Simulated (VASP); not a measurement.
A run of VASP 6.6.1 is set up as follows.

File POSCAR:

```
RbBr
1.0
    0.0000000000      3.4608318259      3.4608318259
    3.4608318259      0.0000000000      3.4608318259
    3.4608318259      3.4608318259      0.0000000000
Rb Br
1 1
Direct
    0.0000000000      0.0000000000      0.0000000000
    0.5000000000      0.5000000000      0.5000000000
```

INCAR.step1

```
  PREC = Accurate
  ENCUT = 500
  EDIFF = 1E-8
  ISMEAR = 0
  SIGMA = 0.01
  LREAL = False
  LASPH = True
  NELM = 100
  ALGO = Normal
  LWAVE = True
  LCHARG = False
  GGA = PE
```

INCAR.step2

```
  PREC = Accurate
  ENCUT = 500
  EDIFF = 1E-8
  ISMEAR = 0
  SIGMA = 0.01
  LREAL = False
  LASPH = True
  NELM = 1
  ALGO = Exact
  LWAVE = True
  LCHARG = False
  GGA = PE
  NBANDS = 255
  LOPTICS = True
  ISTART = 1
```

File INCAR.step3:

```
  PREC = Accurate
  ENCUT = 500
  EDIFF = 1E-8
  ISMEAR = 0
  SIGMA = 0.01
  LREAL = False
  LASPH = True
  ALGO = EVGW0
  LWAVE = False
  LCHARG = False
  GGA = PE
  NELMGW = 1
  NBANDS = 255
  ENCUTGW = 120.0
  NOMEGA = 48
  PRECFOCK = Fast
  ISTART = 1
  NBANDSGW = 16
```

KPOINTS

```
Automatic mesh
0
Gamma
  4 4 4
```

Potentials or basis: VASP PAW PBE potentials, release 64 (Rb_sv_GW, Br_GW).

Command:

```console
$ cat potpaw_PBE.64/Rb_sv_GW/POTCAR potpaw_PBE.64/Br_GW/POTCAR > POTCAR
$ cp INCAR.step1 INCAR
$ mpirun -np 1 vasp_std > vasp.out
$ cp INCAR.step2 INCAR
$ mpirun -np 1 vasp_std > vasp.out
$ cp INCAR.step3 INCAR
$ mpirun -np 1 vasp_std > vasp.out
```

Q: Predict the quasiparticle gap.

A: 6.79 eV.

Q: What does it give for the least direct quasiparticle gap?

A: 6.79 eV.

Q: What does it give for the band gap of the starting levels on the mesh?

A: 4.28 eV.

Q: What does it give for the least direct gap of the starting levels on the mesh?

A: 4.28 eV.

Caveat: the k points lie up to 0.39 Å⁻¹ apart; bands, screening cutoff and mesh are small and nothing is extrapolated, so the quasiparticle values aren't converged.
